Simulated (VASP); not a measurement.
Here is a VASP 6.6.1 calculation.

INCAR

```
PREC     = Accurate       # precision mode
ENCUT    = 520            # plane-wave cutoff, eV
EDIFF    = 1E-6           # SCF threshold, eV
ISMEAR   = 0              # smearing method
SIGMA    = 0.1            # smearing width, eV
LREAL    = F              # projectors in reciprocal space
LASPH    = T              # aspherical terms in the spheres
NELM     = 80             # most SCF steps
ALGO     = Normal         # electronic algorithm
ISIF     = 2              # what is computed and relaxed
LWAVE    = F              # write WAVECAR
LCHARG   = F              # write CHGCAR
NBANDS   = 12             # bands
```

File KPOINTS:

```
Automatic mesh
0
Gamma
  8 8 8
```

File POSCAR:

```
Ag
1.0
    0.0000000000      2.0046159250      2.0046159250
    2.0046159250      0.0000000000      2.0046159250
    2.0046159250      2.0046159250      0.0000000000
Ag
1
Direct
    0.0000000000      0.0000000000      0.0000000000
```

Potentials or basis: VASP PAW LDA potentials, release 64 (Ag).

Run with:

```console
$ cat potpaw_LDA.64/Ag/POTCAR > POTCAR
$ mpirun -np 1 vasp_std > vasp.out
```

Question: Predict the band gap on the k mesh.

Answer: Zero (an odd number of electrons rules out a gap without spin polarisation).

Question: Estimate the pressure.

Answer: 0.1 GPa.
